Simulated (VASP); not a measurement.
Crystal: Sb2Se3.

```
Sb Se
1.0
     2.01318    1.16231    9.66382
    -2.01318    1.16231    9.66382
     0.00000   -2.32463    9.66382
Sb Se
2 3
Direct
  0.39801 0.39801 0.39801
  0.60199 0.60199 0.60199
  0.21528 0.21528 0.21528
  0.78472 0.78472 0.78472
  0.00000 0.00000 0.00000
```

Base run:

- Program: VASP 6.6.1
- Functional: PBE
- Potentials or basis: VASP PAW PBE potentials, release 64 (Sb, Se)
- Cutoff: 520 eV
- k mesh: 8 × 8 × 8
- Occupations: fermi-dirac, width 0.02 eV
- Spin: no spin polarisation

Its results: band gap on the k mesh 0.01 eV; pressure 2.1 GPa; largest force 0.182 eV/Å.

Problem. The run is repeated on the same cell with these changes: functional from PBE to r2SCAN. What comes out?

Solution. Band gap on the k mesh 0.17 eV; pressure 0.9 GPa; largest force 0.019 eV/Å.

Caveats: semilocal functionals underestimate gaps, and a narrow one can read as zero; spin-orbit coupling is left out, which moves the levels of the heavy elements; the PAW data sets were made with another functional, which shifts forces and pressure a little (at least some runs).

A k mesh can miss the band edges.
